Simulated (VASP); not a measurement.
# CaS4 (Pm-3m) in VASP: single point with PBE

Aim: the single point of CaS4 with PBE.

All numbers are computed with VASP 6.6.1; they aren't measurements. Logs are shortened: lines on timing, memory, paths and dates and some standing lists are left out, and cuts for length are marked.

### Step 1. The cell of the first run

It takes space group Pm-3m (No. 221, cubic). The conventional cell has a = 4.645 Å, b = 4.645 Å, c = 4.645 Å, α = 90.00°, β = 90.00°, γ = 90.00°. Ca (site symmetry m-3m) has 20 S at 3.28 to 4.02 Å within 4.3 Å. S (site symmetry 4/mmm) has 2 S at 2.32 Å within 3.1 Å. S (site symmetry m-3m) has 6 S at 2.32 Å within 3.1 Å.

### Step 2. Single point, PBE

Contents of POSCAR:

```
CaS4
1.0
    4.6450219016      0.0000000000      0.0000000000
    0.0000000000      4.6450219016      0.0000000000
    0.0000000000      0.0000000000      4.6450219016
Ca S
1 4
Direct
    0.5000000000      0.5000000000      0.5000000000
    0.5000000000      0.0000000000      0.0000000000
    0.0000000000      0.5000000000      0.0000000000
    0.0000000000      0.0000000000      0.5000000000
    0.0000000000      0.0000000000      0.0000000000
```

Contents of INCAR.step1:

```
  PREC = Accurate
  ENCUT = 520
  EDIFF = 1E-7
  ISMEAR = 0
  SIGMA = 0.1
  LREAL = False
  LASPH = True
  NELM = 60
  ALGO = Normal
  ISIF = 2
  LWAVE = False
  LCHARG = True
  GGA = PE
  NBANDS = 25
```

Contents of KPOINTS.step1:

```
Automatic mesh
0
Gamma
  8 8 8
```

Contents of INCAR.step2:

```
  PREC = Accurate
  ENCUT = 520
  EDIFF = 1E-7
  ISMEAR = -5
  SIGMA = 0.1
  LREAL = False
  LASPH = True
  NELM = 60
  ALGO = Normal
  ISIF = 2
  LWAVE = False
  LCHARG = False
  GGA = PE
  LORBIT = 11
  NEDOS = 1001
  ICHARG = 11
```

Contents of KPOINTS.step2:

```
Automatic mesh
0
Gamma
  12 12 12
```

Potentials or basis: VASP PAW PBE potentials, release 64 (Ca_sv, S).

Started as:

```bash
$ cat potpaw_PBE.64/Ca_sv/POTCAR potpaw_PBE.64/S/POTCAR > POTCAR
$ cp INCAR.step1 INCAR
$ cp KPOINTS.step1 KPOINTS
$ mpirun -np 1 vasp_std > vasp.out
$ cp INCAR.step2 INCAR
$ cp KPOINTS.step2 KPOINTS
$ mpirun -np 1 vasp_std > vasp.out
```

OUTCAR:

```text
PREC = Accurate
   ENCUT = 520
   EDIFF = 1E-7
   ISMEAR = -5
   LREAL = False
   LASPH = True
   NELM = 60
   ISIF = 2
   GGA = PE
   LORBIT = 11
   ICHARG = 11

 ion  position               nearest neighbor table
   1  0.500  0.500  0.500-
   2  0.500  0.000  0.000-   5 2.32   5 2.32
   3  0.000  0.500  0.000-   5 2.32   5 2.32
   4  0.000  0.000  0.500-   5 2.32   5 2.32
   5  0.000  0.000  0.000-   2 2.32   3 2.32   4 2.32   4 2.32   3 2.32   2 2.32

  LATTYP: Found a simple cubic cell.
 ALAT       =     4.6450219016

  Lattice vectors:

 A1 = (   4.6450219016,   0.0000000000,   0.0000000000)
 A2 = (   0.0000000000,   4.6450219016,   0.0000000000)
 A3 = (   0.0000000000,   0.0000000000,   4.6450219016)

Analysis of symmetry for initial positions (statically):
=====================================================================
 Subroutine PRICEL returns:
 Original cell was already a primitive cell.

 Routine SETGRP: Setting up the symmetry group for a
 simple cubic supercell.

 Subroutine GETGRP returns: Found 48 space group operations
 (whereof 48 operations were pure point group operations)
 out of a pool of 48 trial point group operations.

The static configuration has the point symmetry O_h .

Analysis of symmetry for dynamics (positions and initial velocities):
=====================================================================
 Subroutine PRICEL returns:
 Original cell was already a primitive cell.

 Routine SETGRP: Setting up the symmetry group for a
 simple cubic supercell.

 Subroutine GETGRP returns: Found 48 space group operations
 (whereof 48 operations were pure point group operations)
 out of a pool of 48 trial point group operations.

The dynamic configuration has the point symmetry O_h .

 Subroutine INISYM returns: Found 48 space group operations
 (whereof 48 operations are pure point group operations),
 and found     1 'primitive' translations

----------------------------------------------------------------------------------------

                                     Primitive cell

  volume of cell :     100.2221

  direct lattice vectors                    reciprocal lattice vectors
     4.645021902  0.000000000  0.000000000     0.215284238  0.000000000  0.000000000
     0.000000000  4.645021902  0.000000000     0.000000000  0.215284238  0.000000000
     0.000000000  0.000000000  4.645021902     0.000000000  0.000000000  0.215284238

  length of vectors
     4.645021902  4.645021902  4.645021902     0.215284238  0.215284238  0.215284238

  position of ions in fractional coordinates (direct lattice)
     0.500000000  0.500000000  0.500000000
     0.500000000  0.000000000  0.000000000
     0.000000000  0.500000000  0.000000000
     0.000000000  0.000000000  0.500000000
     0.000000000  0.000000000  0.000000000

  ion indices of the primitive-cell ions
   primitive index   ion index
                 1           1
                 2           2
                 3           3
                 4           4
                 5           5

----------------------------------------------------------------------------------------

 KPOINTS: Automatic mesh

Automatic generation of k-mesh.
 Grid dimensions read from file:
 generate k-points for:   12   12   12

 Generating k-lattice:

  Cartesian coordinates                     Fractional coordinates (reciprocal lattice)
     0.017940353  0.000000000  0.000000000     0.083333333  0.000000000  0.000000000
     0.000000000  0.017940353  0.000000000     0.000000000  0.083333333  0.000000000
     0.000000000  0.000000000  0.017940353     0.000000000  0.000000000  0.083333333

  Length of vectors
     0.017940353  0.017940353  0.017940353

  Shift w.r.t. Gamma in fractional coordinates (k-lattice)
     0.000000000  0.000000000  0.000000000

 TETIRR: Found    854 inequivalent tetrahedra from    10368

 Subroutine IBZKPT returns following result:
 ===========================================

 Found     84 irreducible k-points:

 Following reciprocal coordinates:
            Coordinates               Weight
  0.000000  0.000000  0.000000      1.000000
  0.083333  0.000000  0.000000      6.000000
  0.166667  0.000000  0.000000      6.000000
  0.250000  0.000000  0.000000      6.000000
  0.333333  0.000000  0.000000      6.000000
  0.416667  0.000000  0.000000      6.000000
[... 16 lines left out ...]
  0.333333  0.333333  0.000000     12.000000
  0.416667  0.333333  0.000000     24.000000
 [... further k-points ...]
   k-points           NKPTS =     84   k-points in BZ     NKDIM =     84   number of bands    NBANDS=     21
   number of dos      NEDOS =   1001   number of ions     NIONS =      5
   total plane-waves  NPLWV =  46656
   dimension x,y,z NGX =    36 NGY =   36 NGZ =   36
   dimension x,y,z NGXF=    72 NGYF=   72 NGZF=   72
   ions per type =               1   4
   NGX,Y,Z   is equivalent  to a cutoff of  12.88, 12.88, 12.88 a.u.
   NGXF,Y,Z  is equivalent  to a cutoff of  25.77, 25.77, 25.77 a.u.
 SYSTEM =  unknown system
   PREC   = accura    normal or accurate (medium, high low for compatibility)
   ISTART =      0    job   : 0-new  1-cont  2-samecut
   ICHARG =     11    charge: 1-file 2-atom 10-const
   ISPIN  =      1    spin polarized calculation?
   LNONCOLLINEAR =      F non collinear calculations
   LSORBIT =      F    spin-orbit coupling
   LASPH  =      T    aspherical Exc in radial PAW
   ENCUT  =  520.0 eV  38.22 Ry    6.18 a.u.   8.64  8.64  8.64*2*pi/ulx,y,z
   NELM   =     60;   NELMIN=  2; NELMDL=  0     # of ELM steps
   EDIFF  = 0.1E-06   stopping-criterion for ELM
   LREAL  =      F    real-space projection
   EDIFFG = 0.1E-05   stopping-criterion for IOM
   NSW    =      0    number of steps for IOM
   IBRION =     -1    ionic relax: 0-MD 1-quasi-New 2-CG
   NFREE  =      0    steps in history (QN), initial steepest desc. (CG)
   ISIF   =      2    stress and relaxation
   ISYM   =      2    0-nonsym 1-usesym 2-fastsym
   POTIM  = 0.5000    time-step for ionic-motion
   TEBEG  =    0.0;   TEEND  =   0.0 temperature during run
   PSTRESS=    0.0 pullay stress
   NELECT =      34.0000    total number of electrons
   NUPDOWN=      -1.0000    fix difference up-down
   EMIN   =  10.00;   EMAX   =-10.00  energy-range for DOS
   EFERMI =   0.00;   METHOD = LEGACY
   ISMEAR =    -5;   SIGMA  =   0.10  broadening in eV -4-tet -1-fermi 0-gaus
   EFERMI_NEDOS =   21; number of points for ismear=-14 and -15
   IALGO  =     38    algorithm
   IMIX   =      4    mixing-type and parameters
     AMIX     =   0.40;   BMIX     =  1.00
     AMIX_MAG =   1.60;   BMIX_MAG =  1.00
  volume/ion in A,a.u.               =      20.04       135.27
  Fermi-wavevector in a.u.,A,eV,Ry     =   1.141774  2.157639 17.737197  1.303647
  Thomas-Fermi vector in A             =   2.278473
   LORBIT       =     11    0 simple, 1 ext, 2 COOP (PROOUT), +10 PAW based schemes
   GGA     = PE    functional components
   LHFCALC =     F    Hartree Fock is set to
   AEXX    =    0.0000 exact exchange contribution
   IVDW    =     0    specifies the selected vdW correction
   LEPSILON=     F    determine dielectric tensor
   LRPA    =     F    only Hartree local field effects (RPA)
 non-spin polarized calculation
 Fermi weights with tetrahedron method with Bloechl corrections
  energy-cutoff  :      520.00
  volume of cell :      100.22
 maximum number of plane-waves:      2730
 NGX is ok and might be reduce to    36

 number of electron      33.9999999 magnetization

 Free energy of the ion-electron system (eV)
  ---------------------------------------------------
  ext. energy  EPLUGINS =         0.00000000
  ---------------------------------------------------
  free energy    TOTEN  =       -20.18689648 eV

  energy without entropy =      -20.18689648  energy(sigma->0) =      -20.18689648

 E-fermi :   4.8805     XC(G=0):  -9.8305

 val. band max:        4.9038817345   @ k =   0.4167   0.4167   0.2500
 cond. band min:       4.7372286173   @ k =   0.5000   0.2500   0.2500
 fundamental gap:     -0.1666531172
 Fermi energy:         4.8804695950

 k-point     1 :       0.0000    0.0000    0.0000
  band No.  band energies     occupation
      1     -36.1372      2.00000
      2     -17.0912      2.00000
      3     -17.0912      2.00000
      4     -17.0912      2.00000
      5     -11.7958      2.00000
      6      -6.6007      2.00000
[... 13 lines left out ...]
     20       8.0512      0.00000
     21       8.0522      0.00000

 k-point     2 :       0.0833    0.0000    0.0000
  band No.  band energies     occupation
      1     -36.1372      2.00000
      2     -17.0924      2.00000
      3     -17.0911      2.00000
      4     -17.0911      2.00000
      5     -11.7711      2.00000
      6      -6.6976      2.00000
[... 13 lines left out ...]
     20       8.0806      0.00000
     21       8.1829      0.00000

 k-point     3 :       0.1667    0.0000    0.0000
  band No.  band energies     occupation
      1     -36.1371      2.00000
      2     -17.0957      2.00000
      3     -17.0908      2.00000
      4     -17.0908      2.00000
      5     -11.7007      2.00000
      6      -6.9652      2.00000
[... 13 lines left out ...]
     20       8.3036      0.00000
     21       8.5281      0.00000
[... 457 lines left out ...]
 k-point    23 :       0.3333    0.3333    0.0000
  band No.  band energies     occupation
      1     -36.1366      2.00000
      2     -17.1023      2.00000
      3     -17.1010      2.00000
      4     -17.0889      2.00000
      5     -11.1497      2.00000
      6      -7.6759      2.00000
[... 13 lines left out ...]
     20       8.8145      0.00000
     21       9.2941      0.00000

 k-point    24 :       0.4167    0.3333    0.0000
  band No.  band energies     occupation
      1     -36.1365      2.00000
      2     -17.1045      2.00000
      3     -17.1009      2.00000
      4     -17.0887      2.00000
      5     -11.0479      2.00000
      6      -7.8591      2.00000
[... 13 lines left out ...]
     20       8.9389      0.00000
     21       9.4526      0.00000

 [... further k-points ...]

------------------------ aborting loop because EDIFF is reached ----------------------------------------

  FORCE on cell =-STRESS in cart. coord.  units (eV):
  Direction    XX          YY          ZZ          XY          YZ          ZX
  --------------------------------------------------------------------------------------
  -------------------------------------------------------------------------------------
  Total       -0.0410097     -0.0410097     -0.0410097      0.0000000      0.0000000     -0.0000000
  in kB       -0.6555919     -0.6555919     -0.6555919      0.0000000      0.0000000     -0.0000000
  external PRESSURE =      -0.6555919 kB  Pullay stress =       0.0000000 kB

 VOLUME and BASIS-vectors are now :
 -----------------------------------------------------------------------------
  energy-cutoff  :      520.00
  volume of cell :      100.22
      direct lattice vectors                 reciprocal lattice vectors
     4.645021902  0.000000000  0.000000000     0.215284238  0.000000000  0.000000000
     0.000000000  4.645021902  0.000000000     0.000000000  0.215284238  0.000000000
     0.000000000  0.000000000  4.645021902     0.000000000  0.000000000  0.215284238

 POSITION                                       TOTAL-FORCE (eV/Angst)
 -----------------------------------------------------------------------------------
      2.32251      2.32251      2.32251         0.000000      0.000000      0.000000
      2.32251      0.00000      0.00000         0.000000      0.000000      0.000000
      0.00000      2.32251      0.00000         0.000000      0.000000      0.000000
      0.00000      0.00000      2.32251         0.000000      0.000000      0.000000
      0.00000      0.00000      0.00000         0.000000      0.000000      0.000000
 -----------------------------------------------------------------------------------
    total drift:                                0.000000      0.000000      0.000000

  FREE ENERGIE OF THE ION-ELECTRON SYSTEM (eV)
  ---------------------------------------------------
  free  energy   TOTEN  =       -20.1868964821 eV

  energy  without entropy=      -20.1868964821  energy(sigma->0) =      -20.18689648

 total charge

# of ion       s       p       d       tot
------------------------------------------
    1        2.013   5.830   0.159   8.002
    2        1.382   2.265   0.000   3.647
    3        1.382   2.265   0.000   3.647
    4        1.382   2.265   0.000   3.647
    5        1.396   2.073   0.000   3.469
--------------------------------------------------
tot          7.554  14.698   0.159  22.411
```

Run time: 2.6 min. Hardware: 1 thread of Intel Xeon Platinum 8259CL at 2.50GHz (Skylake/Cascade Lake), shared host; peak memory 0.3 GiB.

Results:

```yaml
Valence_electrons_inside_the_program's_atomic_spheres: Ca 8.00; S 3.65, 3.47 (each value once)
```
